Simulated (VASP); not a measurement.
# WSe2 in VASP: further runs

Runs on WSe2. Level: PBEsol. Tasks: single point, relaxation of the atoms.

Everything below comes from runs of VASP 6.6.1. Logs are shortened: lines on timing, memory, paths and dates and some standing lists are left out, and cuts for length are marked.

### Step 1. The cell of the first run

The cell holds a sheet with vacuum, 3 atoms: a = 3.249 Å, b = 3.249 Å, c = 30.500 Å, α = 90.00°, β = 90.00°, γ = 120.00°.

### Step 2. Single point, PBEsol

File INCAR:

```
PREC = Accurate
ENCUT = 520
EDIFF = 1E-6
ISMEAR = 0
SIGMA = 0.02
LREAL = F
LASPH = T
NELM = 60
ALGO = Normal
ISIF = 2
LWAVE = F
LCHARG = F
LDIPOL = T
IDIPOL = 3
DIPOL = 0.5 0.5 0.350
GGA = PS
NBANDS = 20
```

File KPOINTS:

```
regular mesh
0
Gamma
  12 12 1
```

File POSCAR:

```
WSe2
1.0
    3.2491800000      0.0000000000      0.0000000000
   -1.6245900000      2.8138724215      0.0000000000
    0.0000000000      0.0000000000     30.5000000040
Se W
2 1
Direct
    0.6666666667      0.3333333333      0.2948925056
    0.6666666667      0.3333333333      0.4051074943
    0.3333333333      0.6666666667      0.3500000000
```

Potentials or basis: VASP PAW PBE potentials, release 64 (Se, W_sv).

Started as:

```sh
cat potpaw_PBE.64/Se/POTCAR potpaw_PBE.64/W_sv/POTCAR > POTCAR
mpirun -np 1 vasp_std > vasp.out
```

OUTCAR:

```text
PREC = Accurate
   ENCUT = 520
   EDIFF = 1E-6
   ISMEAR = 0
   LREAL = F
   LASPH = T
   NELM = 60
   ISIF = 2
   GGA = PS

 ion  position               nearest neighbor table
   1  0.667  0.333  0.295-   3 2.52   3 2.52   3 2.52
   2  0.667  0.333  0.405-   3 2.52   3 2.52   3 2.52
   3  0.333  0.667  0.350-   2 2.52   2 2.52   2 2.52   1 2.52   1 2.52   1 2.52

  LATTYP: Found a hexagonal cell.
 ALAT       =     3.2491800000
 C/A-ratio  =     9.3869837941

  Lattice vectors:

 A1 = (   3.2491800000,   0.0000000000,   0.0000000000)
 A2 = (  -1.6245900000,   2.8138724215,   0.0000000000)
 A3 = (   0.0000000000,   0.0000000000,  30.5000000040)

Analysis of symmetry for initial positions (statically):
=====================================================================
 Subroutine PRICEL returns:
 Original cell was already a primitive cell.

 Routine SETGRP: Setting up the symmetry group for a
 hexagonal supercell.

 Subroutine GETGRP returns: Found 12 space group operations
 (whereof  6 operations were pure point group operations)
 out of a pool of 24 trial point group operations.

The static configuration has the point symmetry C_3v.
 The point group associated with its full space group is D_3h.

Analysis of symmetry for dynamics (positions and initial velocities):
=====================================================================
 Subroutine PRICEL returns:
 Original cell was already a primitive cell.

 Routine SETGRP: Setting up the symmetry group for a
 hexagonal supercell.

 Subroutine GETGRP returns: Found 12 space group operations
 (whereof  6 operations were pure point group operations)
 out of a pool of 24 trial point group operations.

The dynamic configuration has the point symmetry C_3v.
 The point group associated with its full space group is D_3h.

 Subroutine INISYM returns: Found 12 space group operations
 (whereof  6 operations are pure point group operations),
 and found     1 'primitive' translations

----------------------------------------------------------------------------------------

                                     Primitive cell

  volume of cell :     278.8547

  direct lattice vectors                    reciprocal lattice vectors
     3.249180000  0.000000000  0.000000000     0.307769960  0.177691069  0.000000000
    -1.624590000  2.813872422  0.000000000     0.000000000  0.355382139  0.000000000
     0.000000000  0.000000000 30.500000004     0.000000000  0.000000000  0.032786885

  length of vectors
[... 84 lines left out ...]
   ISIF   =      2    stress and relaxation
   ISYM   =      2    0-nonsym 1-usesym 2-fastsym
   POTIM  = 0.5000    time-step for ionic-motion
   TEBEG  =    0.0;   TEEND  =   0.0 temperature during run
   PSTRESS=    0.0 pullay stress
   NELECT =      26.0000    total number of electrons
   NUPDOWN=      -1.0000    fix difference up-down
   EMIN   =  10.00;   EMAX   =-10.00  energy-range for DOS
   EFERMI =   0.00;   METHOD = LEGACY
   ISMEAR =     0;   SIGMA  =   0.02  broadening in eV -4-tet -1-fermi 0-gaus
   EFERMI_NEDOS =   21; number of points for ismear=-14 and -15
   IALGO  =     38    algorithm
   IMIX   =      4    mixing-type and parameters
     AMIX     =   0.40;   BMIX     =  1.00
     AMIX_MAG =   1.60;   BMIX_MAG =  1.00
  volume/ion in A,a.u.               =      92.95       627.27
  Fermi-wavevector in a.u.,A,eV,Ry     =   0.742346  1.402831  7.497874  0.551078
  Thomas-Fermi vector in A             =   1.837203
   LORBIT       =      0    0 simple, 1 ext, 2 COOP (PROOUT), +10 PAW based schemes
   GGA     = PS    functional components
   LHFCALC =     F    Hartree Fock is set to
   AEXX    =    0.0000 exact exchange contribution
   IVDW    =     0    specifies the selected vdW correction
   LEPSILON=     F    determine dielectric tensor
   LRPA    =     F    only Hartree local field effects (RPA)
 non-spin polarized calculation
 Gauss-broadening in eV      SIGMA  =   0.02
  energy-cutoff  :      520.00
  volume of cell :      278.85
 maximum number of plane-waves:      7626
   NGX = 13   NGY = 13   NGZ =113

 dipolmoment           0.000000      0.000000     -0.000000 electrons x Angstroem

 number of electron      26.0000002 magnetization

 dipolmoment           0.000000      0.000000      0.000000 electrons x Angstroem

 Free energy of the ion-electron system (eV)
  ---------------------------------------------------
  ext. energy  EPLUGINS =         0.00000000
  ---------------------------------------------------
  free energy    TOTEN  =       -23.23049073 eV

  energy without entropy =      -23.23049073  energy(sigma->0) =      -23.23049073

 E-fermi :  -2.5349     XC(G=0):  -2.6930

 val. band max:       -2.7296041043   @ k =   0.3333   0.3333   0.0000
 cond. band min:      -1.0773534362   @ k =   0.1667   0.1667   0.0000
 fundamental gap:      1.6522506681
 Fermi energy:        -2.5349186584

 k-point     1 :       0.0000    0.0000    0.0000
  band No.  band energies     occupation
      1     -76.6518      2.00000
      2     -40.9335      2.00000
      3     -40.7602      2.00000
      4     -40.7602      2.00000
      5     -17.6944      2.00000
      6     -16.4022      2.00000
[... 426 lines left out ...]
     19       3.8658      0.00000
     20       5.9834      0.00000

------------------------ aborting loop because EDIFF is reached ----------------------------------------

 vacuum level on the upper side and lower side of the slab       (xc-potential included)        -0.008        -0.008

  FORCE on cell =-STRESS in cart. coord.  units (eV):
  Direction    XX          YY          ZZ          XY          YZ          ZX
  --------------------------------------------------------------------------------------
  -------------------------------------------------------------------------------------
  Total        0.7179053      0.7179053      0.2018733      0.0000000      0.0000000      0.0000000
  in kB        4.1247697      4.1247697      1.1598759      0.0000000      0.0000000      0.0000000
  external PRESSURE =       3.1364717 kB  Pullay stress =       0.0000000 kB

 VOLUME and BASIS-vectors are now :
 -----------------------------------------------------------------------------
  energy-cutoff  :      520.00
  volume of cell :      278.85
      direct lattice vectors                 reciprocal lattice vectors
     3.249180000  0.000000000  0.000000000     0.307769960  0.177691069  0.000000000
    -1.624590000  2.813872422  0.000000000     0.000000000  0.355382139  0.000000000
     0.000000000  0.000000000 30.500000004     0.000000000  0.000000000  0.032786885

 POSITION                                       TOTAL-FORCE (eV/Angst)
 -----------------------------------------------------------------------------------
      1.62459      0.93796      8.99422        -0.000000     -0.000000     -0.063530
      1.62459      0.93796     12.35578        -0.000000     -0.000000      0.063530
     -0.00000      1.87591     10.67500         0.000000      0.000000     -0.000000
 -----------------------------------------------------------------------------------
    total drift:                                0.000000     -0.000000      0.000002

  FREE ENERGIE OF THE ION-ELECTRON SYSTEM (eV)
  ---------------------------------------------------
  free  energy   TOTEN  =       -23.2304907272 eV

  energy  without entropy=      -23.2304907272  energy(sigma->0) =      -23.23049073

 vacuum level on the upper side and lower side of the slab         2.378         2.378
```

OSZICAR:

```text
N       E                     dE             d eps       ncg     rms          rms(c)
DAV:   1     0.179335347491E+03    0.17934E+03   -0.12588E+04   928   0.972E+02
DAV:   2    -0.775162698759E+01   -0.18709E+03   -0.18209E+03  1088   0.213E+02
DAV:   3    -0.239556410679E+02   -0.16204E+02   -0.16129E+02  1028   0.638E+01
[... 14 lines left out ...]
DAV:  18    -0.232304749957E+02   -0.19603E-04   -0.98252E-07   772   0.241E-03    0.876E-04
DAV:  19    -0.232304821624E+02   -0.71666E-05   -0.18268E-07   768   0.118E-03    0.953E-04
DAV:  20    -0.232304870864E+02   -0.49240E-05   -0.12469E-07   688   0.830E-04    0.383E-04
DAV:  21    -0.232304897701E+02   -0.26837E-05   -0.72100E-08   696   0.619E-04    0.209E-04
DAV:  22    -0.232304907272E+02   -0.95708E-06   -0.73684E-09   572   0.248E-04
   1 F= -.23230491E+02 E0= -.23230491E+02  d E =-.110431E-44
```

It took 85 s on 1 thread of AMD EPYC 9R45 (Zen 5), shared host; peak memory 0.39 GiB.

Results:

```
Free energy            : -23.2305 eV
Largest force          : 0.064 eV/Å
Band gap on the k mesh : 1.65 eV, indirect (least direct gap 1.78 eV)
```

Forces on the atoms (eV/Å):
```
Se   0.000  0.000 -0.064
Se   0.000  0.000  0.064
W    0.000  0.000  0.000
```

Levels at points of the mesh, in eV from the valence-band top:
```csv
k point,band 10,band 11,band 12,band 13,band 14,band 15,band 16,band 17
"(0.00, 0.00, 0.00)",-2.30,-1.12,-1.12,-0.50,3.12,3.12,3.30,3.30
"(0.50, 0.00, 0.00)",-2.98,-2.25,-1.05,-0.79,2.62,2.89,3.77,4.52
```

Caveat: the PAW data sets were made with another functional, which shifts forces and pressure a little; spin-orbit coupling is left out, which moves the levels of the heavy elements.

### Step 3. Relaxation of the atoms, PBEsol

This run uses another cell than the first one, of 65.07 Å³/atom, 0.700 times its volume.

File INCAR:

```
ALGO = Normal
DIPOL = 0.5 0.5 0.500
EDIFF = 1E-6
EDIFFG = -0.003
ENCUT = 520
GGA = PS
IBRION = 2
IDIPOL = 3
ISIF = 2
ISMEAR = 0
LASPH = T
LCHARG = F
LDIPOL = T
LREAL = F
LUSENCCL = F
LWAVE = F
NELM = 100
NSW = 100
PREC = Accurate
SIGMA = 0.02
```

File KPOINTS:

```
k-points
0
Gamma
  12 12 1
```

File POSCAR:

```
WSe2
1.0
    3.2491800000      0.0000000000      0.0000000000
   -1.6245900000      2.8138724215      0.0000000000
    0.0000000000      0.0000000000     21.3500000000
Se W
2 1
Direct
    0.6666666667      0.3333333333      0.4215456674
    0.6666666667      0.3333333333      0.5784543326
    0.3333333333      0.6666666667      0.5000000000
```

Potentials or basis: VASP PAW PBE potentials, release 64 (Se, W_sv).

Started as:

```sh
cat potpaw_PBE.64/Se/POTCAR potpaw_PBE.64/W_sv/POTCAR > POTCAR
mpirun -np 1 vasp_std > vasp.out
```

OUTCAR:

```text
EDIFF = 1E-6
   EDIFFG = -0.003
   ENCUT = 520
   GGA = PS
   IBRION = 2
   ISIF = 2
   ISMEAR = 0
   LASPH = T
   LREAL = F
   NELM = 100
   NSW = 100
   PREC = Accurate

 ion  position               nearest neighbor table
   1  0.667  0.333  0.422-   3 2.51   3 2.51   3 2.51
   2  0.667  0.333  0.578-   3 2.51   3 2.51   3 2.51
   3  0.333  0.667  0.500-   1 2.51   2 2.51   1 2.51   2 2.51   1 2.51   2 2.51

  LATTYP: Found a hexagonal cell.
 ALAT       =     3.2491800000
 C/A-ratio  =     6.5708886550

  Lattice vectors:

 A1 = (   3.2491800000,   0.0000000000,   0.0000000000)
 A2 = (  -1.6245900000,   2.8138724215,   0.0000000000)
 A3 = (   0.0000000000,   0.0000000000,  21.3500000000)

Analysis of symmetry for initial positions (statically):
[... 256 lines left out ...]
  energy without entropy =      -23.23061355  energy(sigma->0) =      -23.23061355

 E-fermi :  -1.4688     XC(G=0):  -3.8273

 val. band max:       -1.7033905190   @ k =   0.3333   0.3333   0.0000
 cond. band min:      -0.0639959578   @ k =   0.1667   0.1667   0.0000
 fundamental gap:      1.6393945611
 Fermi energy:        -1.4688200958

 k-point     1 :       0.0000    0.0000    0.0000
  band No.  band energies     occupation
      1     -75.6310      2.00000
      2     -39.9112      2.00000
      3     -39.7370      2.00000
      4     -39.7370      2.00000
      5     -16.6585      2.00000
      6     -15.3781      2.00000
[... 359 lines left out ...]
      6     -14.1229      2.00000
[... 9 lines left out ...]
     16       1.9392      0.00000
     17       3.4964      0.00000

------------------------ aborting loop because EDIFF is reached ----------------------------------------

 vacuum level on the upper side and lower side of the slab       (xc-potential included)        -0.009        -0.009

  FORCE on cell =-STRESS in cart. coord.  units (eV):
  Direction    XX          YY          ZZ          XY          YZ          ZX
  --------------------------------------------------------------------------------------
  -------------------------------------------------------------------------------------
  Total        0.6340260      0.6340260     -0.0124876      0.0000000      0.0000000      0.0000000
  in kB        5.2040520      5.2040520     -0.1024978      0.0000000      0.0000000      0.0000000
  external PRESSURE =       3.4352021 kB  Pullay stress =       0.0000000 kB
[... 18 lines left out ...]
  FREE ENERGIE OF THE ION-ELECTRON SYSTEM (eV)
  ---------------------------------------------------
  free  energy   TOTEN  =       -23.2306135475 eV

  energy  without entropy=      -23.2306135475  energy(sigma->0) =      -23.23061355

 reached required accuracy - stopping structural energy minimisation

 vacuum level on the upper side and lower side of the slab         3.400         3.400
```

OSZICAR:

```text
N       E                     dE             d eps       ncg     rms          rms(c)
DAV:   1     0.182797684662E+03    0.18280E+03   -0.13678E+04   798   0.123E+03
DAV:   2    -0.101890308895E+02   -0.19299E+03   -0.19006E+03   868   0.258E+02
DAV:   3    -0.239959041030E+02   -0.13807E+02   -0.13775E+02   905   0.716E+01
DAV:   4    -0.242045869762E+02   -0.20868E+00   -0.20839E+00   871   0.979E+00
[... 25 lines left out ...]
   2 F= -.23230591E+02 E0= -.23230591E+02  d E =-.153282E-02
       N       E                     dE             d eps       ncg     rms          rms(c)
DAV:   1    -0.232306060967E+02   -0.15411E-04   -0.23590E-03   648   0.240E-01    0.375E-02
DAV:   2    -0.232306140759E+02   -0.79792E-05   -0.11895E-04   693   0.563E-02    0.198E-02
DAV:   3    -0.232306135475E+02    0.52843E-06   -0.19798E-06   761   0.968E-03
   3 F= -.23230614E+02 E0= -.23230614E+02  d E =-.155584E-02
```

CONTCAR:

```text
WSe2
    1.000000000000000
     3.2491800000000000    0.0000000000000000    0.0000000000000000
    -1.6245900000000000    2.8138724215000002    0.0000000000000000
     0.0000000000000000    0.0000000000000000   21.3500000000000014
  Se              W
     2     1
Direct
     0.6666666667000030    0.3333333332999970    0.4211103527654111
     0.6666666667000030    0.3333333332999970    0.5788896472345888
     0.3333333332999970    0.6666666667000030    0.5000000000000000

  0.00000000E+00  0.00000000E+00  0.00000000E+00
  0.00000000E+00  0.00000000E+00  0.00000000E+00
  0.00000000E+00  0.00000000E+00  0.00000000E+00
```

It took 30 s on 1 × NVIDIA H100 80GB with 1 thread of AMD EPYC 7R13 (Zen 3), shared host; peak memory 1.4 GiB.

Results:

| Quantity | Value |
| --- | --- |
| Free energy | -23.2306 eV |
| Energy gained by relaxing | 0.5 meV/atom |
| Ionic steps | 3 |
| Band gap on the k mesh | 1.64 eV, indirect (least direct gap 1.79 eV) |

The path:
```
step  energy change (eV)  largest force (eV/Å)  pressure (GPa)
   1              0.0000                0.1689            0.62
   2             -0.0015                0.0203            0.38
   3             -0.0016                0.0003            0.34
```

Final structure:
```
Se W
1.0
     3.24918    0.00000    0.00000
    -1.62459    2.81387    0.00000
     0.00000    0.00000   21.35000
Se W
2 1
Direct
  0.66667 0.33333 0.42111
  0.66667 0.33333 0.57889
  0.33333 0.66667 0.50000
```

Levels at points of the mesh, in eV from the valence-band top:
| k point | band 9 | band 10 | band 11 | band 12 | band 13 | band 14 | band 15 | band 16 | band 17 |
| --- | --- | --- | --- | --- | --- | --- | --- | --- | --- |
| (0.00, 0.00, 0.00) | -2.28 | -2.28 | -1.10 | -1.10 | -0.51 | 3.12 | 3.12 | 3.29 | 3.29 |
| (0.50, 0.00, 0.00) | -4.27 | -2.97 | -2.26 | -1.05 | -0.78 | 2.62 | 2.88 | 3.76 | 4.51 |

Caveat: the PAW data sets were made with another functional, which shifts forces and pressure a little; spin-orbit coupling is left out, which moves the levels of the heavy elements.
